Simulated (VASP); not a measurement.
Here is a VASP 6.6.1 calculation.

The input POSCAR:

```
CuCl
1.0
    1.9232029004      1.1103617122      3.1402775762
   -1.9232029004      1.1103617122      3.1402775762
    0.0000000000     -2.2207234245      3.1402775762
Cu Cl
1 1
Direct
    0.9914881375      0.9914881375      0.9914881375
    0.2415118625      0.2415118625      0.2415118625
```

The input INCAR.step1:

```
PREC = Accurate ; ENCUT = 520
EDIFF = 1E-5 ; ISMEAR = 0
SIGMA = 0.01 ; LREAL = F
LASPH = T ; NELM = 120
ALGO = Normal ; ISIF = 2
LWAVE = T ; LCHARG = F
NBANDS = 16 ; GGA = PE
GGA_COMPAT = F
```

INCAR.step2

```
PREC = Accurate ; ENCUT = 520
EDIFF = 1E-6 ; ISMEAR = 0
SIGMA = 0.01 ; LREAL = F
LASPH = T ; NELM = 120
ALGO = Normal ; ISIF = 2
LWAVE = F ; LCHARG = F
GGA = PE ; LHFCALC = T
HFSCREEN = 0.2079 ; PRECFOCK = Normal
NBANDS = 16 ; ISTART = 1
GGA_COMPAT = F
```

The input KPOINTS:

```
regular mesh
0
Gamma
  6 6 6
```

Potentials or basis: VASP PAW PBE potentials, release 64 (Cu, Cl).

Launch:

```console
$ cat potpaw_PBE.64/Cu/POTCAR potpaw_PBE.64/Cl/POTCAR > POTCAR
$ cp INCAR.step1 INCAR
$ mpirun -np 1 vasp_std > vasp.out
$ cp INCAR.step2 INCAR
$ mpirun -np 1 vasp_std > vasp.out
```

Problem. What does it give for the band gap on the k mesh?

Solution. 2.31 eV, direct.

Problem. What does it give for the pressure?

Solution. -0.1 GPa.

Caveat: the cell differs from its parent crystal (strain +1.5%); the PAW data sets were made with another functional, which shifts forces and pressure a little.
